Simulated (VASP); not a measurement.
Write the native input for VASP 6.6.1 that does the following.

```yaml
Task: single point
Functional: r2SCAN
Potentials_or_basis: VASP PAW PBE potentials, release 64 (Ba_sv, F)
Cutoff: 660 eV
k_mesh: 6 × 6 × 6
Occupations: gaussian, width 0.02 eV
Spin: no spin polarisation
Dipole_correction: no
Further_INCAR_settings: ALGO = Normal; EDIFF = 1e-06; NBANDS = 19
```

Crystal: BaF2.

```
Ba F
1.0
     0.00000    3.06607    3.06607
     3.06607    0.00000    3.06607
     3.06607    3.06607    0.00000
Ba F
1 2
Direct
  0.00000 0.00000 0.00000
  0.25000 0.25000 0.25000
  0.75000 0.75000 0.75000
```

These files were run (other wordings do the same):

POSCAR

```
BaF2
1.0
    0.0000000000      3.0660723886      3.0660723886
    3.0660723886      0.0000000000      3.0660723886
    3.0660723886      3.0660723886      0.0000000000
Ba F
1 2
Direct
    0.0000000000      0.0000000000      0.0000000000
    0.2500000000      0.2500000000      0.2500000000
    0.7500000000      0.7500000000      0.7500000000
```

INCAR.step1

```
SYSTEM = BaF2
ALGO     = Normal         ! electronic algorithm
EDIFF    = 1E-5           ! SCF threshold, eV
ENCUT    = 660            ! plane-wave cutoff, eV
GGA      = PE             ! functional
GGA_COMPAT= .False.      
ISMEAR   = 0              ! smearing method
LASPH    = .True.         ! aspherical terms in the spheres
LCHARG   = .False.        ! write CHGCAR
LREAL    = .False.        ! projectors in reciprocal space
LWAVE    = .True.         ! write WAVECAR
NBANDS   = 19             ! bands
NELM     = 120            ! most SCF steps
PREC     = Accurate       ! precision mode
SIGMA    = 0.02           ! smearing width, eV
```

INCAR.step2

```
SYSTEM = BaF2
ALGO     = Normal         ! electronic algorithm
EDIFF    = 1E-6           ! SCF threshold, eV
ENCUT    = 660            ! plane-wave cutoff, eV
GGA_COMPAT= .False.      
ISIF     = 2              ! what is computed and relaxed
ISMEAR   = 0              ! smearing method
ISTART   = 1            
LASPH    = .True.         ! aspherical terms in the spheres
LCHARG   = .False.        ! write CHGCAR
LMIXTAU  = .True.       
LREAL    = .False.        ! projectors in reciprocal space
LWAVE    = .False.        ! write WAVECAR
METAGGA  = R2SCAN         ! meta-GGA
NBANDS   = 19             ! bands
NELM     = 120            ! most SCF steps
PREC     = Accurate       ! precision mode
SIGMA    = 0.02           ! smearing width, eV
```

KPOINTS

```
k-points
0
Gamma
  6 6 6
  0 0 0
```

Potentials or basis: VASP PAW PBE potentials, release 64 (Ba_sv, F).

Launch:

```console
$ cat potpaw_PBE.64/Ba_sv/POTCAR potpaw_PBE.64/F/POTCAR > POTCAR
$ cp INCAR.step1 INCAR
$ mpirun -np 1 vasp_std > vasp.out
$ cp INCAR.step2 INCAR
$ mpirun -np 1 vasp_std > vasp.out
```

Results of the run:

| Item | Value |
| --- | --- |
| Pressure | 3.0 GPa |
| Band gap on the k mesh | 7.49 eV (least direct gap 7.57 eV) |

Caveat: the cell stands under pressure; the PAW data sets were made with another functional, which shifts forces and pressure a little; spin-orbit coupling is left out, which moves the levels of the heavy elements.

Run time: 43 s on 1 thread of Intel(R) Xeon(R) 6975P-C (Granite Rapids), on a shared host, peak memory 0.21 GiB.
